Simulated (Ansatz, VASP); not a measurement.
**YNi2Te2 in VASP and in Ansatz**

```
Y Ni Te
1.0
     0.00000    4.62528    0.00000
     4.62528    0.00000    0.00000
     2.31264    2.31264   -5.38448
Y Ni Te
1 2 2
Direct
  0.00000 0.00000 0.00000
  0.75000 0.25000 0.50000
  0.25000 0.75000 0.50000
  0.37100 0.37100 0.25800
  0.62900 0.62900 0.74200
```

Alike in both runs: task single point; functional PBE; k mesh 4 × 4 × 4; no spin polarisation.

|  | VASP | Ansatz |
| --- | --- | --- |
| version | VASP 6.6.1 | Ansatz 0.2.0 |
| potentials or method | VASP PAW PBE potentials, release 64 (Y_sv, Ni, Te), cutoff 520 eV | PAW plane waves |
| occupations | fermi-dirac, width 0.1 eV | fermi-dirac |
| valence electrons in the cell | 43 | 79 |

VASP gave:

```
gap on the k mesh at the Fermi level (eV)                     : none
pressure (GPa)                                                : -6.4
traceless stress, the component that is largest in VASP (GPa) : 8.43
rms of the force components (eV/Å)                            : 1.024
```

Question: What did Ansatz give for the same quantities?

Answer: gap on the k mesh at the Fermi level (eV): none; pressure (GPa): -6.4; traceless stress, the component that is largest in VASP (GPa): 8.44; rms of the force components (eV/Å): 1.025.

Atom by atom the forces differ by 0.001 eV/Å (rms over components). A gap of «none» marks a metal or a gap that the smearing closes. VASP's potentials hold 43 valence electrons a cell and Ansatz's 79, so a difference there can come from the potentials and not from the codes.

The k mesh is coarse, so the values compare programs but aren't converged. Neither program's run includes spin-orbit coupling.
